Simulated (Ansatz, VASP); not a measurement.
# ZnRe2 in VASP and in Ansatz

```xyz
6
Lattice="-2.5043 2.5043 3.9303 2.5043 -2.5043 3.9303 2.5043 2.5043 -3.9303" Properties=species:S:1:pos:R:3 pbc="T T T"
Zn    0.0000    0.0000    0.0000
Zn    0.0000    2.5043    1.9652
Re    0.0000    0.0000    2.7412
Re    0.0000    2.5043    4.7064
Re    0.0000    2.5043   -0.7761
Re    0.0000    0.0000    5.1194
```

Alike in both runs: functional PBE; k mesh 6 × 6 × 6; occupations gaussian, width 0.1 eV; no spin polarisation.

Ansatz relaxed the structure, and its values are those at the end. VASP's run is a single point on that final structure, the one shown.

```csv
,VASP,Ansatz
version,VASP 6.6.1,Ansatz 0.2.0
potentials or method,"VASP PAW PBE potentials, release 64 (Zn, Re), cutoff 520 eV","scalar-relativistic, plane waves, PAW"
valence electrons in the cell,52,84
```

VASP gave:

* gap on the k mesh at the Fermi level (eV): none
* pressure (GPa): -0.6
* rms of the force components (eV/Å): 0.139

**Question.** Which values does Ansatz return?

**Answer.** gap on the k mesh at the Fermi level (eV): none; pressure (GPa): 0.1; rms of the force components (eV/Å): 0.000.

A gap of «none» marks a metal or a gap that the smearing closes. With one functional, cell and mesh, what is left measures potentials, basis and numerics. VASP's potentials hold 52 valence electrons a cell and Ansatz's 84, so a difference there can come from the potentials and not from the codes.

Spin-orbit coupling is off throughout.
